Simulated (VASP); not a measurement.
# CaO (P6_3/mmc) in VASP: a series of runs, part 2 of 2

VASP 6.6.1.

## (5) Single point, PBE (16.69 Å³/atom)

This run uses another cell than the first one, of 16.69 Å³/atom.

Input file INCAR:

```
PREC = Accurate
ENCUT = 520
EDIFF = 1E-6
ISMEAR = 0
SIGMA = 0.05
LREAL = False
LASPH = True
NELM = 80
ALGO = Normal
ISIF = 2
LWAVE = False
LCHARG = True
GGA = PE
LELF = True
LVHAR = True
NBANDS = 24
```

Input file KPOINTS:

```
Automatic mesh
0
Gamma
  9 9 6
```

Input file POSCAR:

```
CaO
1.0
    3.8468921569      0.0000000000      0.0000000000
   -1.9234460785      3.3315063335      0.0000000000
    0.0000000000      0.0000000000      5.2102307374
Ca O
2 2
Direct
    0.3333333333      0.6666666667      0.7500000000
    0.6666666667      0.3333333333      0.2500000000
    0.3333333333      0.6666666667      0.2500000000
    0.6666666667      0.3333333333      0.7500000000
```

Potentials or basis: VASP PAW PBE potentials, release 64 (Ca_sv, O).

The run is started by

```sh
$ cat potpaw_PBE.64/Ca_sv/POTCAR potpaw_PBE.64/O/POTCAR > POTCAR
$ mpirun -np 1 vasp_std > vasp.out
```

OUTCAR:

```text
PREC = Accurate
   ENCUT = 520
   EDIFF = 1E-6
   ISMEAR = 0
   LREAL = False
   LASPH = True
   NELM = 80
   ISIF = 2
   GGA = PE

 ion  position               nearest neighbor table
   1  0.333  0.667  0.750-   4 2.22   4 2.22   4 2.22
   2  0.667  0.333  0.250-   3 2.22   3 2.22   3 2.22
   3  0.333  0.667  0.250-   2 2.22   2 2.22   2 2.22
   4  0.667  0.333  0.750-   1 2.22   1 2.22   1 2.22

  LATTYP: Found a hexagonal cell.
 ALAT       =     3.8468921569
 C/A-ratio  =     1.3544000000

  Lattice vectors:

 A1 = (   3.8468921569,   0.0000000000,   0.0000000000)
 A2 = (  -1.9234460785,   3.3315063335,   0.0000000000)
 A3 = (   0.0000000000,   0.0000000000,   5.2102307374)

Analysis of symmetry for initial positions (statically):
=====================================================================
 Subroutine PRICEL returns:
 Original cell was already a primitive cell.

 Routine SETGRP: Setting up the symmetry group for a
 hexagonal supercell.

 Subroutine GETGRP returns: Found 24 space group operations
 (whereof 12 operations were pure point group operations)
 out of a pool of 24 trial point group operations.

The static configuration has the point symmetry D_3d.
 The point group associated with its full space group is D_6h.

Analysis of symmetry for dynamics (positions and initial velocities):
=====================================================================
 Subroutine PRICEL returns:
 Original cell was already a primitive cell.

 Routine SETGRP: Setting up the symmetry group for a
 hexagonal supercell.

 Subroutine GETGRP returns: Found 24 space group operations
 (whereof 12 operations were pure point group operations)
 out of a pool of 24 trial point group operations.

The dynamic configuration has the point symmetry D_3d.
 The point group associated with its full space group is D_6h.

 Subroutine INISYM returns: Found 24 space group operations
 (whereof 12 operations are pure point group operations),
 and found     1 'primitive' translations

----------------------------------------------------------------------------------------

                                     Primitive cell

  volume of cell :      66.7740

  direct lattice vectors                    reciprocal lattice vectors
     3.846892157  0.000000000  0.000000000     0.259950100  0.150082260  0.000000000
    -1.923446079  3.331506334  0.000000000     0.000000000  0.300164520  0.000000000
     0.000000000  0.000000000  5.210230737     0.000000000  0.000000000  0.191930080

  length of vectors
     3.846892157  3.846892157  5.210230737     0.300164520  0.300164520  0.191930080

  position of ions in fractional coordinates (direct lattice)
     0.333333333  0.666666667  0.750000000
     0.666666667  0.333333333  0.250000000
     0.333333333  0.666666667  0.250000000
     0.666666667  0.333333333  0.750000000

  ion indices of the primitive-cell ions
   primitive index   ion index
                 1           1
                 2           2
                 3           3
                 4           4

----------------------------------------------------------------------------------------

 KPOINTS: Automatic mesh

Automatic generation of k-mesh.
 Grid dimensions read from file:
 generate k-points for:    9    9    6

 Generating k-lattice:

  Cartesian coordinates                     Fractional coordinates (reciprocal lattice)
     0.028883344  0.016675807  0.000000000     0.111111111 -0.000000000  0.000000000
     0.000000000  0.033351613  0.000000000     0.000000000  0.111111111  0.000000000
     0.000000000  0.000000000  0.031988347     0.000000000  0.000000000  0.166666667

  Length of vectors
     0.033351613  0.033351613  0.031988347

  Shift w.r.t. Gamma in fractional coordinates (k-lattice)
     0.000000000  0.000000000  0.000000000

 Subroutine IBZKPT returns following result:
 ===========================================

 Found     48 irreducible k-points:

 Following reciprocal coordinates:
            Coordinates               Weight
  0.000000  0.000000  0.000000      1.000000
  0.111111  0.000000  0.000000      6.000000
  0.222222 -0.000000  0.000000      6.000000
  0.333333  0.000000  0.000000      6.000000
  0.444444 -0.000000  0.000000      6.000000
  0.111111  0.111111  0.000000      6.000000
[... 16 lines left out ...]
  0.333333  0.222222  0.166667     24.000000
  0.333333  0.333333  0.166667      4.000000
 [... further k-points ...]
   k-points           NKPTS =     48   k-points in BZ     NKDIM =     48   number of bands    NBANDS=     24
   number of dos      NEDOS =    301   number of ions     NIONS =      4
   total plane-waves  NPLWV =  36000
   dimension x,y,z NGX =    30 NGY =   30 NGZ =   40
   dimension x,y,z NGXF=    60 NGYF=   60 NGZF=   80
   ions per type =               2   2
   NGX,Y,Z   is equivalent  to a cutoff of  12.96, 12.96, 12.76 a.u.
   NGXF,Y,Z  is equivalent  to a cutoff of  25.93, 25.93, 25.53 a.u.
 SYSTEM =  unknown system
   PREC   = accura    normal or accurate (medium, high low for compatibility)
   ISTART =      0    job   : 0-new  1-cont  2-samecut
   ICHARG =      2    charge: 1-file 2-atom 10-const
   ISPIN  =      1    spin polarized calculation?
   LNONCOLLINEAR =      F non collinear calculations
   LSORBIT =      F    spin-orbit coupling
   LASPH  =      T    aspherical Exc in radial PAW
   ENCUT  =  520.0 eV  38.22 Ry    6.18 a.u.   7.15  7.15  9.69*2*pi/ulx,y,z
   NELM   =     80;   NELMIN=  2; NELMDL= -5     # of ELM steps
   EDIFF  = 0.1E-05   stopping-criterion for ELM
   LREAL  =      F    real-space projection
   EDIFFG = 0.1E-04   stopping-criterion for IOM
   NSW    =      0    number of steps for IOM
   IBRION =     -1    ionic relax: 0-MD 1-quasi-New 2-CG
   NFREE  =      0    steps in history (QN), initial steepest desc. (CG)
   ISIF   =      2    stress and relaxation
   ISYM   =      2    0-nonsym 1-usesym 2-fastsym
   POTIM  = 0.5000    time-step for ionic-motion
   TEBEG  =    0.0;   TEEND  =   0.0 temperature during run
   PSTRESS=    0.0 pullay stress
   NELECT =      32.0000    total number of electrons
   NUPDOWN=      -1.0000    fix difference up-down
   EMIN   =  10.00;   EMAX   =-10.00  energy-range for DOS
   EFERMI =   0.00;   METHOD = LEGACY
   ISMEAR =     0;   SIGMA  =   0.05  broadening in eV -4-tet -1-fermi 0-gaus
   EFERMI_NEDOS =   21; number of points for ismear=-14 and -15
   IALGO  =     38    algorithm
   IMIX   =      4    mixing-type and parameters
     AMIX     =   0.40;   BMIX     =  1.00
     AMIX_MAG =   1.60;   BMIX_MAG =  1.00
  volume/ion in A,a.u.               =      16.69       112.65
  Fermi-wavevector in a.u.,A,eV,Ry     =   1.281117  2.420961 22.330725  1.641262
  Thomas-Fermi vector in A             =   2.413506
   LORBIT       =      0    0 simple, 1 ext, 2 COOP (PROOUT), +10 PAW based schemes
   GGA     = PE    functional components
   LHFCALC =     F    Hartree Fock is set to
   AEXX    =    0.0000 exact exchange contribution
   IVDW    =     0    specifies the selected vdW correction
   LEPSILON=     F    determine dielectric tensor
   LRPA    =     F    only Hartree local field effects (RPA)
 non-spin polarized calculation
 Gauss-broadening in eV      SIGMA  =   0.05
  energy-cutoff  :      520.00
  volume of cell :       66.77
 maximum number of plane-waves:      1824
 NGX is ok and might be reduce to    30
   NGX = 15   NGY = 15   NGZ = 19

 number of electron      32.0000009 magnetization

 Free energy of the ion-electron system (eV)
  ---------------------------------------------------
  ext. energy  EPLUGINS =         0.00000000
  ---------------------------------------------------
  free energy    TOTEN  =       -25.12621582 eV

  energy without entropy =      -25.12621582  energy(sigma->0) =      -25.12621582

 E-fermi :   1.3959     XC(G=0):  -9.3536

 val. band max:        1.1463564379   @ k =   0.0000   0.0000   0.0000
 cond. band min:       4.4078769991   @ k =   0.0000   0.0000   0.0000
 fundamental gap:      3.2615205612
 Fermi energy:         1.3958783384

 k-point     1 :       0.0000    0.0000    0.0000
  band No.  band energies     occupation
      1     -36.3349      2.00000
      2     -36.2432      2.00000
      3     -17.7003      2.00000
      4     -17.3686      2.00000
      5     -17.3686      2.00000
      6     -17.2457      2.00000
[... 637 lines left out ...]
     23       9.1548      0.00000
     24      10.0540      0.00000

 [... further k-points ...]

------------------------ aborting loop because EDIFF is reached ----------------------------------------

  FORCE on cell =-STRESS in cart. coord.  units (eV):
  Direction    XX          YY          ZZ          XY          YZ          ZX
  --------------------------------------------------------------------------------------
  -------------------------------------------------------------------------------------
  Total        2.7562185      2.7562185     -2.5653493     -0.0000000      0.0000000      0.0000000
  in kB       66.1327549     66.1327549    -61.5530354     -0.0000000      0.0000000      0.0000000
  external PRESSURE =      23.5708248 kB  Pullay stress =       0.0000000 kB

 VOLUME and BASIS-vectors are now :
 -----------------------------------------------------------------------------
  energy-cutoff  :      520.00
  volume of cell :       66.77
      direct lattice vectors                 reciprocal lattice vectors
     3.846892157  0.000000000  0.000000000     0.259950100  0.150082260  0.000000000
    -1.923446079  3.331506334  0.000000000     0.000000000  0.300164520  0.000000000
     0.000000000  0.000000000  5.210230737     0.000000000  0.000000000  0.191930080

 POSITION                                       TOTAL-FORCE (eV/Angst)
 -----------------------------------------------------------------------------------
     -0.00000      2.22100      3.90767         0.000000      0.000000      0.000000
      1.92345      1.11050      1.30256         0.000000     -0.000000      0.000000
     -0.00000      2.22100      1.30256         0.000000      0.000000     -0.000000
      1.92345      1.11050      3.90767        -0.000000     -0.000000     -0.000000
 -----------------------------------------------------------------------------------
    total drift:                                0.000000      0.000000     -0.000000

  FREE ENERGIE OF THE ION-ELECTRON SYSTEM (eV)
  ---------------------------------------------------
  free  energy   TOTEN  =       -25.1262158190 eV

  energy  without entropy=      -25.1262158190  energy(sigma->0) =      -25.12621582
```

OSZICAR:

```text
N       E                     dE             d eps       ncg     rms          rms(c)
DAV:   1     0.321397025402E+03    0.32140E+03   -0.16483E+04  2312   0.133E+03
DAV:   2    -0.400367683851E+01   -0.32540E+03   -0.30761E+03  2736   0.386E+02
DAV:   3    -0.290420439805E+02   -0.25038E+02   -0.24867E+02  3712   0.103E+02
DAV:   4    -0.299313442444E+02   -0.88930E+00   -0.88758E+00  3224   0.170E+01
DAV:   5    -0.299549105199E+02   -0.23566E-01   -0.23566E-01  3312   0.206E+00    0.133E+01
DAV:   6    -0.252137418454E+02    0.47412E+01   -0.22160E+01  2984   0.304E+01    0.547E+00
DAV:   7    -0.251566737180E+02    0.57068E-01   -0.26299E+00  2960   0.109E+01    0.291E+00
DAV:   8    -0.251389661727E+02    0.17708E-01   -0.39727E-01  3128   0.488E+00    0.106E+00
DAV:   9    -0.251224495103E+02    0.16517E-01   -0.12526E-01  2944   0.216E+00    0.233E-01
DAV:  10    -0.251265372467E+02   -0.40877E-02   -0.12186E-02  2552   0.766E-01    0.165E-01
DAV:  11    -0.251262732134E+02    0.26403E-03   -0.58657E-03  2968   0.435E-01    0.800E-02
DAV:  12    -0.251262162482E+02    0.56965E-04   -0.69132E-04  2768   0.209E-01    0.167E-02
DAV:  13    -0.251262159780E+02    0.27014E-06   -0.33694E-05  3160   0.440E-02    0.836E-03
DAV:  14    -0.251262158190E+02    0.15899E-06   -0.54883E-06  2400   0.146E-02
   1 F= -.25126216E+02 E0= -.25126216E+02  d E =-.886921E-15
```

Wall time 73 s (1 thread of Intel Xeon Platinum 8488C (Sapphire Rapids), shared host); peak memory 0.21 GiB.

What came out:

```
Free energy            : -25.1262 eV
Pressure               : 2.4 GPa
Band gap on the k mesh : 3.26 eV
```

Caveat: an odd mesh through Γ misses points on the zone boundary, where band edges can lie.

## (6) Single point, PBE (16.69 Å³/atom)

This run uses another cell than the first one, of 16.69 Å³/atom.

Input file INCAR:

```
ALGO = Normal ; EDIFF = 1E-6
ENCUT = 520 ; GGA = PE
ISIF = 2 ; ISMEAR = 0
LASPH = True ; LCHARG = True
LELF = True ; LREAL = False
LVHAR = True ; LWAVE = False
NBANDS = 24 ; NELM = 80
PREC = Accurate ; SIGMA = 0.05
```

Input file KPOINTS:

```
k-points
0
Gamma
  9 9 6
```

Input file POSCAR:

```
CaO
1.0
    4.0587357982      0.0000000000      0.0000000000
   -2.0293678991      3.5149683085      0.0000000000
    0.0000000000      0.0000000000      4.6805341225
Ca O
2 2
Direct
    0.3333333333      0.6666666667      0.7500000000
    0.6666666667      0.3333333333      0.2500000000
    0.3333333333      0.6666666667      0.2500000000
    0.6666666667      0.3333333333      0.7500000000
```

Potentials or basis: VASP PAW PBE potentials, release 64 (Ca_sv, O).

The run is started by

```sh
$ cat potpaw_PBE.64/Ca_sv/POTCAR potpaw_PBE.64/O/POTCAR > POTCAR
$ mpirun -np 1 vasp_std > vasp.out
```

It took 77 s on 1 thread of Intel Xeon Platinum 8488C (Sapphire Rapids), shared host; peak memory 0.21 GiB.

It converged, with:

| Property | Result |
| --- | --- |
| Free energy | -25.3198 eV |
| Pressure | 1.0 GPa |
| Band gap on the k mesh | 3.00 eV |

Stress tensor (GPa, compression positive):
```
-0.83  0.00  0.00
 0.00 -0.83  0.00
 0.00  0.00  4.80
```

Levels at points of the mesh, in eV from the valence-band top:
```
           k point  band 12  band 13  band 14  band 15  band 16  band 17  band 18  band 19  band 20  band 21
(0.00, 0.00, 0.00)    -1.24    -1.16    -1.16    -1.02     0.00     3.00     5.98     5.98     7.72     7.94
(0.00, 0.00, 0.50)    -1.67    -1.35    -1.35    -1.35    -1.35     4.78     4.78     7.72     7.72     7.72
```

Caveat: an odd mesh through Γ misses points on the zone boundary, where band edges can lie.

## (7) The runs side by side

| cell | gap on the mesh (eV) | pressure (GPa) |
| --- | --- | --- |
| a = 3.864, b = 3.864, c = 5.027 Å, angles 90.0, 90.0, 120.0°, 4 atoms | 3.38 | 3.7 |
| a = 3.969, b = 3.969, c = 4.765 Å, angles 90.0, 90.0, 120.0°, 4 atoms | 3.22 | 3.0 |
| a = 4.169, b = 4.169, c = 4.437 Å, angles 90.0, 90.0, 120.0°, 4 atoms | 2.60 | 4.4 |
| a = 3.847, b = 3.847, c = 5.210 Å, angles 90.0, 90.0, 120.0°, 4 atoms | 3.26 | 2.4 |
| a = 4.059, b = 4.059, c = 4.681 Å, angles 90.0, 90.0, 120.0°, 4 atoms | 3.00 | 1.0 |

Alike in all rows: task single point; level PBE; potentials or basis VASP PAW PBE potentials, release 64 (Ca_sv, O); no spin polarisation; k mesh 9 × 9 × 6; cutoff (eV) 520; smearing gaussian 0.05 eV.

Caveats: an odd mesh through Γ misses points on the zone boundary, where band edges can lie; the cell stands under pressure (at least some runs).

Absolute energies hang on the potentials; compare differences alone.
